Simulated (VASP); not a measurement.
Write the native input for VASP 6.6.1 that does the following.

- Task: relaxation of cell and atoms
- Functional: PBE
- Potentials or basis: VASP PAW PBE potentials, release 64 (Ca_sv, Si, N)
- Cutoff: 600 eV
- k mesh: 6 × 6 × 4
- Occupations: gaussian, width 0.1 eV
- Spin: no spin polarisation
- Dipole correction: no
- Further INCAR settings: ALGO = Normal; EDIFF = 1e-07; IBRION = 2; EDIFFG = -0.04; NSW = 90; ISIF = 3

The structure of CaSi3N2 lies in POSCAR:

```
CaSi3N2
1.0
    5.3955228893      0.0000000000      0.0000000000
   -2.6977614447      4.6726598888      0.0000000000
    0.0000000000      0.0000000000      5.1894303793
Ca Si N
1 3 2
Direct
    0.0000000000      0.0000000000      0.0000000000
    0.0000000000      0.0000000000      0.5000000000
    0.3333333333      0.6666666667      0.0000000000
    0.3333333333      0.6666666667      0.5000000000
    0.6666666667      0.3333333333      0.1077670763
    0.6666666667      0.3333333333      0.8922329237
```

The cell was generated, and may not be a known phase.

These files were run (other wordings do the same):

INCAR

```
SYSTEM = CaSi3N2
PREC = Accurate
ENCUT = 600
EDIFF = 1E-7
ISMEAR = 0
SIGMA = 0.1
LREAL = .False.
LASPH = .True.
NELM = 120
ALGO = Normal
ISIF = 3
LWAVE = .False.
LCHARG = .False.
GGA = PE
IBRION = 2
NSW = 90
EDIFFG = -0.04
GGA_COMPAT = .False.
NELMIN = 4
```

KPOINTS

```
Automatic mesh
0
Gamma
  6 6 4
  0 0 0
```

Potentials or basis: VASP PAW PBE potentials, release 64 (Ca_sv, Si, N).

Run with:

```console
$ cat potpaw_PBE.64/Ca_sv/POTCAR potpaw_PBE.64/Si/POTCAR potpaw_PBE.64/N/POTCAR > POTCAR
$ mpirun -np 1 vasp_std > vasp.out
```

It gave:

```yaml
Relaxed_volume: 21.74 Å³/atom
Relaxed_cell: a = 5.279 Å, b = 5.279 Å, c = 5.405 Å, α = 90.00°, β = 90.00°, γ = 120.00°
Space_group_after_relaxing_to_0.1_Å: P-6m2 (No. 187)
Energy_gained_by_relaxing: 25.2 meV/atom
Ionic_steps: 11
Pressure_after_relaxing: 0.1 GPa
Largest_force_after_relaxing: 0.013 eV/Å
Band_gap_on_the_k_mesh: zero (bands 16 and 17 overlap by 1.09 eV)
```

Caveat: the standard files for N, O and F lose accuracy on very short bonds.

Run time: 9 min on 1 thread of Intel(R) Xeon(R) Platinum 8259CL CPU @ 2.50GHz (Skylake/Cascade Lake), on a shared host, peak memory 0.36 GiB.
